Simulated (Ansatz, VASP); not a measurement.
**Zr2HS4 in VASP and in Ansatz**

```
S Zr H
1.0
     7.29768    0.00000    0.00000
    -3.64884    6.31997    0.00000
     0.00000    0.00000   20.91715
S Zr H
8 4 2
Direct
  0.33333 0.16667 0.19123
  0.33333 0.66667 0.19123
  0.83333 0.16667 0.19123
  0.83333 0.66667 0.19123
  0.16667 0.33333 0.33069
  0.16667 0.83333 0.33069
  0.66667 0.33333 0.33069
  0.66667 0.83333 0.33069
  0.00000 0.00000 0.26096
  0.00000 0.50000 0.26096
  0.50000 0.00000 0.26096
  0.50000 0.50000 0.26096
  0.32826 0.65651 0.35221
  0.50508 0.01015 0.35221
```

Alike in both runs: task single point; functional PBE; dispersion D3(BJ); k mesh 6 × 6 × 1; occupations gaussian, width 0.05 eV; no spin polarisation.

|  | VASP | Ansatz |
| --- | --- | --- |
| version | VASP 6.6.1 | Ansatz 0.2.0 |
| potentials or method | VASP PAW PBE potentials, release 64 (S, Zr_sv, H), cutoff 400 eV | scalar-relativistic, plane waves, PAW |
| valence electrons in the cell | 98 | 98 |

VASP gave:

* gap on the k mesh at the Fermi level (eV): none
* rms of the force components (eV/Å): 0.400
* work function, face that differs most (eV): 5.01

Problem. Which values does Ansatz return?

Solution. gap on the k mesh at the Fermi level (eV): none; rms of the force components (eV/Å): 0.398; work function, face that differs most (eV): 5.02.

A gap of «none» marks a metal or a gap that the smearing closes. Ansatz's warnings: xc potential rough in thin density.
